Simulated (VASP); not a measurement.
# Ti (P6_3/mmc) in VASP: notebook

Runs on Ti. Level: r2SCAN. Tasks: single point.

Everything below comes from runs of VASP 6.6.1. Logs are shortened: lines on timing, memory, paths and dates and some standing lists are left out, and cuts for length are marked.

### 1 The cell of the first run

The structure is hexagonal, space group P6_3/mmc (No. 194). The conventional cell has a = 2.875 Å, b = 2.875 Å, c = 4.543 Å, α = 90.00°, β = 90.00°, γ = 120.00°. Within 3.7 Å of Ti (site symmetry -6m2) lie 12 Ti at 2.81 to 2.88 Å.

### 2 Single point, r2SCAN (16.26 Å³/atom)

POSCAR reads:

```
Ti
1.0
    2.8752677167      0.0000000000      0.0000000000
   -1.4376338584      2.4900548853      0.0000000000
    0.0000000000      0.0000000000      4.5433680371
Ti
2
Direct
    0.3333333333      0.6666666667      0.2500000000
    0.6666666667      0.3333333333      0.7500000000
```

INCAR.step1 reads:

```
SYSTEM = Ti
  PREC = Accurate
  ENCUT = 520
  ISMEAR = 0
  SIGMA = 0.1
  LREAL = .False.
  LASPH = .True.
  NELM = 60
  NBANDS = 19
  GGA = PE
  ALGO = Normal
  EDIFF = 1E-4
  LWAVE = .True.
  LCHARG = .False.
```

INCAR.step2 reads:

```
SYSTEM = Ti
  PREC = Accurate
  ENCUT = 520
  EDIFF = 1E-6
  ISMEAR = 0
  SIGMA = 0.1
  LREAL = .False.
  LASPH = .True.
  NELM = 60
  ALGO = Normal
  ISIF = 2
  LWAVE = .False.
  LCHARG = .False.
  METAGGA = R2SCAN
  LMIXTAU = .True.
  NBANDS = 19
  ISTART = 1
```

KPOINTS reads:

```
Automatic mesh
0
Gamma
  18 18 10
  0 0 0
```

Potentials or basis: VASP PAW PBE potentials, release 64 (Ti_sv).

The run is started by

```sh
> cat potpaw_PBE.64/Ti_sv/POTCAR > POTCAR
> cp INCAR.step1 INCAR
> mpirun -np 1 vasp_std > vasp.out
> cp INCAR.step2 INCAR
> mpirun -np 1 vasp_std > vasp.out
```

OUTCAR:

```text
SYSTEM = Ti
   PREC = Accurate
   ENCUT = 520
   EDIFF = 1E-6
   ISMEAR = 0
   LREAL = .False.
   LASPH = .True.
   NELM = 60
   ISIF = 2
   METAGGA = R2SCAN
   ISTART = 1

 ion  position               nearest neighbor table
   1  0.333  0.667  0.250-   2 2.81   2 2.81   2 2.81   2 2.81   2 2.81   2 2.81
   2  0.667  0.333  0.750-   1 2.81   1 2.81   1 2.81   1 2.81   1 2.81   1 2.81

  LATTYP: Found a hexagonal cell.
 ALAT       =     2.8752677167
 C/A-ratio  =     1.5801547837

  Lattice vectors:

 A1 = (   2.8752677167,   0.0000000000,   0.0000000000)
 A2 = (  -1.4376338584,   2.4900548853,   0.0000000000)
 A3 = (   0.0000000000,   0.0000000000,   4.5433680371)

Analysis of symmetry for initial positions (statically):
=====================================================================
 Subroutine PRICEL returns:
 Original cell was already a primitive cell.

 Routine SETGRP: Setting up the symmetry group for a
 hexagonal supercell.

 Subroutine GETGRP returns: Found 24 space group operations
 (whereof 12 operations were pure point group operations)
 out of a pool of 24 trial point group operations.

The static configuration has the point symmetry D_3d.
 The point group associated with its full space group is D_6h.

Analysis of symmetry for dynamics (positions and initial velocities):
=====================================================================
 Subroutine PRICEL returns:
 Original cell was already a primitive cell.

 Routine SETGRP: Setting up the symmetry group for a
 hexagonal supercell.

 Subroutine GETGRP returns: Found 24 space group operations
 (whereof 12 operations were pure point group operations)
 out of a pool of 24 trial point group operations.

The dynamic configuration has the point symmetry D_3d.
 The point group associated with its full space group is D_6h.

 Subroutine INISYM returns: Found 24 space group operations
 (whereof 12 operations are pure point group operations),
 and found     1 'primitive' translations

----------------------------------------------------------------------------------------

                                     Primitive cell

  volume of cell :      32.5286

  direct lattice vectors                    reciprocal lattice vectors
     2.875267717  0.000000000  0.000000000     0.347793701  0.200798787  0.000000000
    -1.437633858  2.490054885  0.000000000     0.000000000  0.401597574  0.000000000
     0.000000000  0.000000000  4.543368037     0.000000000  0.000000000  0.220101033

  length of vectors
     2.875267717  2.875267717  4.543368037     0.401597574  0.401597574  0.220101033

  position of ions in fractional coordinates (direct lattice)
     0.333333333  0.666666667  0.250000000
     0.666666667  0.333333333  0.750000000

  ion indices of the primitive-cell ions
   primitive index   ion index
                 1           1
                 2           2

----------------------------------------------------------------------------------------

 KPOINTS: Automatic mesh

Automatic generation of k-mesh.
 Grid dimensions read from file:
 generate k-points for:   18   18   10

 Generating k-lattice:

  Cartesian coordinates                     Fractional coordinates (reciprocal lattice)
     0.019321872  0.011155488  0.000000000     0.055555556 -0.000000000  0.000000000
     0.000000000  0.022310976  0.000000000     0.000000000  0.055555556  0.000000000
     0.000000000  0.000000000  0.022010103     0.000000000  0.000000000  0.100000000

  Length of vectors
     0.022310976  0.022310976  0.022010103

  Shift w.r.t. Gamma in fractional coordinates (k-lattice)
     0.000000000  0.000000000  0.000000000

 Subroutine IBZKPT returns following result:
 ===========================================

 Found    222 irreducible k-points:

 Following reciprocal coordinates:
            Coordinates               Weight
  0.000000  0.000000  0.000000      1.000000
  0.055556  0.000000  0.000000      6.000000
  0.111111  0.000000  0.000000      6.000000
  0.166667  0.000000  0.000000      6.000000
  0.222222 -0.000000  0.000000      6.000000
  0.277778 -0.000000  0.000000      6.000000
[... 16 lines left out ...]
  0.333333  0.111111  0.000000     12.000000
  0.388889  0.111111  0.000000     12.000000
 [... further k-points ...]
   k-points           NKPTS =    222   k-points in BZ     NKDIM =    222   number of bands    NBANDS=     19
   number of dos      NEDOS =    301   number of ions     NIONS =      2
   total plane-waves  NPLWV =  20736
   dimension x,y,z NGX =    24 NGY =   24 NGZ =   36
   dimension x,y,z NGXF=    48 NGYF=   48 NGZF=   72
   ions per type =               2
   NGX,Y,Z   is equivalent  to a cutoff of  13.88, 13.88, 13.17 a.u.
   NGXF,Y,Z  is equivalent  to a cutoff of  27.75, 27.75, 26.35 a.u.
 SYSTEM =  Ti
   PREC   = accura    normal or accurate (medium, high low for compatibility)
   ISTART =      1    job   : 0-new  1-cont  2-samecut
   ICHARG =      0    charge: 1-file 2-atom 10-const
   ISPIN  =      1    spin polarized calculation?
   LNONCOLLINEAR =      F non collinear calculations
   LSORBIT =      F    spin-orbit coupling
   LASPH  =      T    aspherical Exc in radial PAW
   ENCUT  =  520.0 eV  38.22 Ry    6.18 a.u.   5.35  5.35  8.45*2*pi/ulx,y,z
   NELM   =     60;   NELMIN=  2; NELMDL=  0     # of ELM steps
   EDIFF  = 0.1E-05   stopping-criterion for ELM
   LREAL  =      F    real-space projection
   EDIFFG = 0.1E-04   stopping-criterion for IOM
   NSW    =      0    number of steps for IOM
   IBRION =     -1    ionic relax: 0-MD 1-quasi-New 2-CG
   NFREE  =      0    steps in history (QN), initial steepest desc. (CG)
   ISIF   =      2    stress and relaxation
   ISYM   =      2    0-nonsym 1-usesym 2-fastsym
   POTIM  = 0.5000    time-step for ionic-motion
   TEBEG  =    0.0;   TEEND  =   0.0 temperature during run
   PSTRESS=    0.0 pullay stress
   NELECT =      24.0000    total number of electrons
   NUPDOWN=      -1.0000    fix difference up-down
   EMIN   =  10.00;   EMAX   =-10.00  energy-range for DOS
   EFERMI =   0.00;   METHOD = LEGACY
   ISMEAR =     0;   SIGMA  =   0.10  broadening in eV -4-tet -1-fermi 0-gaus
   EFERMI_NEDOS =   21; number of points for ismear=-14 and -15
   IALGO  =     38    algorithm
   IMIX   =      4    mixing-type and parameters
     AMIX     =   0.40;   BMIX     =  1.00
     AMIX_MAG =   1.60;   BMIX_MAG =  1.00
  volume/ion in A,a.u.               =      16.26       109.76
  Fermi-wavevector in a.u.,A,eV,Ry     =   1.479302  2.795476 29.774101  2.188335
  Thomas-Fermi vector in A             =   2.593477
   LORBIT       =      0    0 simple, 1 ext, 2 COOP (PROOUT), +10 PAW based schemes
   METAGGA = R2SCAN    functional components
   LHFCALC =     F    Hartree Fock is set to
   AEXX    =    0.0000 exact exchange contribution
   IVDW    =     0    specifies the selected vdW correction
   LEPSILON=     F    determine dielectric tensor
   LRPA    =     F    only Hartree local field effects (RPA)
 non-spin polarized calculation
 Gauss-broadening in eV      SIGMA  =   0.10
  energy-cutoff  :      520.00
  volume of cell :       32.53
 maximum number of plane-waves:       911
 NGX is ok and might be reduce to    24
   NGX = 11   NGY = 11   NGZ = 17

 number of electron      24.0000002 magnetization

 Free energy of the ion-electron system (eV)
  ---------------------------------------------------
  ext. energy  EPLUGINS =         0.00000000
  ---------------------------------------------------
  free energy    TOTEN  =       -25.84892280 eV

  energy without entropy =      -25.84147348  energy(sigma->0) =      -25.84519814

 E-fermi :   9.1312     XC(G=0): -12.7370

 val. band max:        9.1264681560   @ k =   0.0000   0.0000   0.3000
 cond. band min:       9.1467602364   @ k =   0.1111   0.0000   0.1000
 fundamental gap:      0.0202920805
 Fermi energy:         9.1312133661

 k-point     1 :       0.0000    0.0000    0.0000
  band No.  band energies     occupation
      1     -49.9989      2.00000
      2     -49.8108      2.00000
      3     -25.6497      2.00000
      4     -24.8322      2.00000
      5     -24.8321      2.00000
      6     -24.7374      2.00000
[... 11 lines left out ...]
     18      11.0608      0.00000
     19      12.7698      0.00000

 k-point     2 :       0.0556    0.0000    0.0000
  band No.  band energies     occupation
      1     -49.9948      2.00000
      2     -49.8091      2.00000
      3     -25.6409      2.00000
      4     -24.8502      2.00000
      5     -24.8382      2.00000
      6     -24.7411      2.00000
[... 11 lines left out ...]
     18      11.0025      0.00000
     19      12.8022      0.00000

 k-point     3 :       0.1111    0.0000    0.0000
  band No.  band energies     occupation
      1     -49.9827      2.00000
      2     -49.8045      2.00000
      3     -25.6150      2.00000
      4     -24.9025      2.00000
      5     -24.8554      2.00000
      6     -24.7788      2.00000
[... 11 lines left out ...]
     18      10.8517      0.00000
     19      12.8830      0.00000

 k-point     4 :       0.1667    0.0000    0.0000
  band No.  band energies     occupation
      1     -49.9637      2.00000
      2     -49.7977      2.00000
      3     -25.5736      2.00000
      4     -24.9832      2.00000
      5     -24.8809      2.00000
      6     -24.8594      2.00000
[... 407 lines left out ...]
     18      12.8357      0.00000
     19      13.1262      0.00000

 k-point    23 :       0.3333    0.1111    0.0000
  band No.  band energies     occupation
      1     -49.8556      2.00000
      2     -49.7756      2.00000
      3     -25.3559      2.00000
      4     -25.3057      2.00000
      5     -25.2185      2.00000
      6     -25.0214      2.00000
[... 11 lines left out ...]
     18      13.1509      0.00000
     19      13.3743      0.00000

 k-point    24 :       0.3889    0.1111    0.0000
  band No.  band energies     occupation
      1     -49.8384      2.00000
      2     -49.7768      2.00000
      3     -25.4057      2.00000
      4     -25.2540      2.00000
      5     -25.2510      2.00000
      6     -25.0452      2.00000
[... 11 lines left out ...]
     18      13.1646      0.00000
     19      13.9061      0.00000

 [... further k-points ...]

------------------------ aborting loop because EDIFF is reached ----------------------------------------

  FORCE on cell =-STRESS in cart. coord.  units (eV):
  Direction    XX          YY          ZZ          XY          YZ          ZX
  --------------------------------------------------------------------------------------
  -------------------------------------------------------------------------------------
  Total        1.7323401      1.7323400      1.7055939     -0.0000000     -0.0000000      0.0000000
  in kB       85.3254529     85.3254529     84.0080842     -0.0000000     -0.0000000      0.0000000
  external PRESSURE =      84.8863300 kB  Pullay stress =       0.0000000 kB

 VOLUME and BASIS-vectors are now :
 -----------------------------------------------------------------------------
  energy-cutoff  :      520.00
  volume of cell :       32.53
      direct lattice vectors                 reciprocal lattice vectors
     2.875267717  0.000000000  0.000000000     0.347793701  0.200798787  0.000000000
    -1.437633858  2.490054885  0.000000000     0.000000000  0.401597574  0.000000000
     0.000000000  0.000000000  4.543368037     0.000000000  0.000000000  0.220101033

 POSITION                                       TOTAL-FORCE (eV/Angst)
 -----------------------------------------------------------------------------------
     -0.00000      1.66004      1.13584        -0.000000      0.000000      0.000000
      1.43763      0.83002      3.40753         0.000000     -0.000000      0.000000
 -----------------------------------------------------------------------------------
    total drift:                               -0.000000      0.000000     -0.000000

  FREE ENERGIE OF THE ION-ELECTRON SYSTEM (eV)
  ---------------------------------------------------
  free  energy   TOTEN  =       -25.8489228031 eV

  energy  without entropy=      -25.8414734790  energy(sigma->0) =      -25.84519814
```

Wall time 7.9 min (1 thread of AMD EPYC 7R13 (Zen 3), shared host); peak memory 0.21 GiB.

What came out:

- Free energy: -25.8489 eV
- Pressure: 8.5 GPa
- Band gap on the k mesh: zero (bands 12 and 13 overlap by 1.28 eV)

Stress tensor (GPa, compression positive):
```
8.53 0.00 0.00
0.00 8.53 0.00
0.00 0.00 8.40
```

Caveat: the cell stands under pressure; the PAW data sets were made with another functional, which shifts forces and pressure a little.

### 3 Single point, r2SCAN (16.78 Å³/atom)

This run uses another cell than the first one, of 16.78 Å³/atom.

POSCAR reads:

```
Ti
1.0
    2.9055359170      0.0000000000      0.0000000000
   -1.4527679585      2.5162679157      0.0000000000
    0.0000000000      0.0000000000      4.5911964786
Ti
2
Direct
    0.3333333333      0.6666666667      0.2500000000
    0.6666666667      0.3333333333      0.7500000000
```

INCAR.step1 reads:

```
PREC     = Accurate       # precision mode
ENCUT    = 520            # plane-wave cutoff, eV
ISMEAR   = 0              # smearing method
SIGMA    = 0.1            # smearing width, eV
LREAL    = F              # projectors in reciprocal space
LASPH    = T              # aspherical terms in the spheres
NELM     = 60             # most SCF steps
NBANDS   = 19             # bands
GGA      = PE             # functional
ALGO     = Normal         # electronic algorithm
EDIFF    = 1E-4           # SCF threshold, eV
LWAVE    = T              # write WAVECAR
LCHARG   = F              # write CHGCAR
```

INCAR.step2 reads:

```
PREC     = Accurate       # precision mode
ENCUT    = 520            # plane-wave cutoff, eV
EDIFF    = 1E-6           # SCF threshold, eV
ISMEAR   = 0              # smearing method
SIGMA    = 0.1            # smearing width, eV
LREAL    = F              # projectors in reciprocal space
LASPH    = T              # aspherical terms in the spheres
NELM     = 60             # most SCF steps
ALGO     = Normal         # electronic algorithm
ISIF     = 2              # what is computed and relaxed
LWAVE    = F              # write WAVECAR
LCHARG   = T              # write CHGCAR
METAGGA  = R2SCAN         # meta-GGA
LMIXTAU  = T            
LELF     = T              # ELF
LVHAR    = T            
NBANDS   = 19             # bands
ISTART   = 1
```

KPOINTS reads:

```
regular mesh
0
Gamma
  18 18 10
```

Potentials or basis: VASP PAW PBE potentials, release 64 (Ti_sv).

The run is started by

```sh
> cat potpaw_PBE.64/Ti_sv/POTCAR > POTCAR
> cp INCAR.step1 INCAR
> mpirun -np 1 vasp_std > vasp.out
> cp INCAR.step2 INCAR
> mpirun -np 1 vasp_std > vasp.out
```

Run time: 7.8 min. Hardware: 1 thread of AMD EPYC 7R13 (Zen 3), shared host; peak memory 0.22 GiB.

It converged, with:

```yaml
Free_energy: -25.8904 eV
Pressure: 4.1 GPa
Band_gap_on_the_k_mesh: zero (bands 12 and 13 overlap by 1.26 eV)
```

Stress tensor (GPa, compression positive):
```
4.19 0.00 0.00
0.00 4.19 0.00
0.00 0.00 4.07
```

Levels at points of the mesh, in eV from the Fermi level:
```csv
k point,band 9,band 10,band 11,band 12,band 13,band 14,band 15,band 16
"(0.00, 0.00, 0.00)",-6.70,-2.96,0.68,0.87,0.87,1.00,1.44,1.44
"(0.50, 0.00, 0.00)",-2.58,-2.40,-2.04,-0.82,0.60,0.73,1.32,3.68
"(0.00, 0.00, 0.50)",-4.71,-4.71,0.06,0.06,0.78,0.78,0.78,0.78
"(0.50, 0.00, 0.50)",-2.79,-2.79,-0.92,-0.92,1.33,1.33,1.96,1.96
```

Caveat: the cell stands under pressure; the PAW data sets were made with another functional, which shifts forces and pressure a little.
